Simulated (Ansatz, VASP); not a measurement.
# BeCd2S3: VASP beside Ansatz

The input INCAR:

```
SYSTEM = BeCd2S3
  PREC = Accurate
  ENCUT = 600
  EDIFF = 1E-6
  ISMEAR = 0
  SIGMA = 0.1
  LREAL = .FALSE.
  LASPH = .TRUE.
  NELM = 80
  ALGO = Normal
  ISIF = 3
  LWAVE = .FALSE.
  LCHARG = .FALSE.
  GGA = PE
  IBRION = 2
  NSW = 90
  EDIFFG = -0.04
```

The input KPOINTS:

```
regular mesh
0
G
  6 6 6
  0 0 0
```

POSCAR

```
BeCd2S3
1.0
    2.9186451000      1.6850805300      4.2910491400
   -2.9186451000      1.6850805300      4.2910491400
    0.0000000000     -3.3701610700      4.2910491400
Be Cd S
1 2 3
Direct
    0.5000000000      0.5000000000      0.5000000000
    0.8720504600      0.8720504600      0.8720504600
    0.1279495400      0.1279495400      0.1279495400
    0.5000000000      0.5000000000      0.0000000000
    0.0000000000      0.5000000000      0.5000000000
    0.5000000000      0.0000000000      0.5000000000
```

Input for Ansatz:

```yaml
crystal:
  lattice:
    - [2.9186451, 1.68508053, 4.29104914]
    - [-2.9186451, 1.68508053, 4.29104914]
    - [0.0, -3.37016107, 4.29104914]
  atoms:
    - { symbol: Be, position: [0.5, 0.5, 0.5] }
    - { symbol: Cd, position: [0.87205046, 0.87205046, 0.87205046] }
    - { symbol: Cd, position: [0.12794954, 0.12794954, 0.12794954] }
    - { symbol: S, position: [0.5, 0.5, 0.0] }
    - { symbol: S, position: [0.0, 0.5, 0.5] }
    - { symbol: S, position: [0.5, 0.0, 0.5] }
basis:
  ecutwfc: 420
kpoints:
  mp_grid: { grid: [6, 6, 6] }
hamiltonian:
  xc: pbe
scf:
  occupations: { method: gaussian, width: 0.1 }
  lower_state_search: "off"
output:
  forces: true
  stress: true
  eigenvalues: true
relax:
  adjacent_minimum: "off"
  f_tol: 0.04
  max_steps: 70
  cell: { stress_tol: 0.4 }
```

Change from the starting cell: species swapped into the Ca2GePd3 type (R-3m, No. 166).

Alike in both runs: task relaxation of cell and atoms; functional PBE; k mesh 6 × 6 × 6; occupations gaussian, width 0.1 eV; no spin polarisation.

|  | VASP | Ansatz |
| --- | --- | --- |
| version | VASP 6.6.1 | Ansatz 0.2.0 |
| potentials or method | VASP PAW PBE potentials, release 64 (Be, Cd, S), cutoff 600 eV | scalar-relativistic, plane waves, PAW |
| valence electrons in the cell | 44 | 60 |

|  | VASP | Ansatz | Ansatz less VASP |
| --- | --- | --- | --- |
| gap on the k mesh at the Fermi level, each at its own relaxed structure (eV) | none | none | - |
| relaxed volume (Å³/atom) | 19.22 | 19.18 | -0.042 |
| relaxed length of the cell vector where the two differ most in proportion (Å) | 4.896 | 4.892 | -0.0044 |

A gap of «none» marks a metal or a gap that the smearing closes. VASP's potentials hold 44 valence electrons a cell and Ansatz's 60, so a difference there can come from the potentials and not from the codes.
